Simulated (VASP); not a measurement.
**WAu: single point with PBEsol**

Crystal: WAu.

```
W Au
1.0
     0.00000    2.74798    2.74798
     2.74798    0.00000    2.74798
     2.74798    2.74798    0.00000
W Au
1 1
Direct
  0.00000 0.00000 0.00000
  0.75000 0.75000 0.75000
```

```json
{
 "Program": "VASP 6.6.1",
 "Task": "single point",
 "Functional": "PBEsol",
 "Potentials or basis": "VASP PAW PBE potentials, release 64 (W_sv, Au)",
 "Cutoff": "520 eV",
 "k mesh": "6 × 6 × 6",
 "Occupations": "fermi-dirac, width 0.05 eV",
 "Spin": "non-collinear spin, zero start, spin-orbit coupling",
 "Starting moments": "[[0.0, 0.0, 0.0], [0.0, 0.0, 0.0]] μB",
 "Dipole correction": "no",
 "Further INCAR settings": "ALGO = Normal; EDIFF = 1e-07; NBANDS = 37"
}
```

```json
{
  "Pressure": "26.3 GPa",
  "Net moment": "0.00 μB per cell",
  "Valence electrons inside the program's atomic spheres": "W 12.18; Au 10.21"
}
```

Moments on the atoms (μB; x, y, z):
```
W   0.00 0.00 0.00
Au  0.00 0.00 0.00
```

Run time: 110 s on 1 thread of Intel Xeon 6975P-C, on a shared host, peak memory 0.3 GiB.

Caveat: the PAW data sets were made with another functional, which shifts forces and pressure a little.
